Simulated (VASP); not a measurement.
Here is a VASP 6.6.1 calculation.

Contents of INCAR:

```
SYSTEM = TiO2
PREC = Accurate
ENCUT = 520
EDIFF = 1E-7
ISMEAR = -1
SIGMA = 0.05
LREAL = .False.
LASPH = .True.
NELM = 60
ALGO = Normal
ISIF = 2
LWAVE = .False.
LCHARG = .True.
GGA = B5
ALDAX = 1.0
AGGAX = 1.0
AGGAC = 1.0
ALDAC = 0.0
LELF = .True.
LVHAR = .True.
NBANDS = 33
```

The input KPOINTS:

```
Automatic mesh
0
Gamma
  6 6 6
  0 0 0
```

File POSCAR:

```
TiO2
1.0
    3.8273490000      0.0000000000      0.0000000000
   -0.0008784179      3.8273488992      0.0000000000
   -1.8619738737     -1.8624012659      4.7966369089
Ti O
2 4
Direct
    0.1341100000      0.8658900000      0.2500000000
    0.8658900000      0.1341100000      0.7500000000
    0.3312210000      0.0887550000      0.6671490000
    0.6687790000      0.9112450000      0.3328510000
    0.9112450000      0.6687790000      0.8328510000
    0.0887550000      0.3312210000      0.1671490000
```

Potentials or basis: VASP PAW PBE potentials, release 64 (Ti_sv, O).

Run with:

```bash
$ cat potpaw_PBE.64/Ti_sv/POTCAR potpaw_PBE.64/O/POTCAR > POTCAR
$ mpirun -np 1 vasp_std > vasp.out
```

(1) What does it give for the largest force?

(2) What does it give for the pressure?

(3) What does it give for the band gap on the k mesh?

## Answers

(1) 0.089 eV/Å.

(2) 4.0 GPa.

(3) 2.04 eV, indirect (least direct gap 2.38 eV).

Caveat: the PAW data sets were made with another functional, which shifts forces and pressure a little.
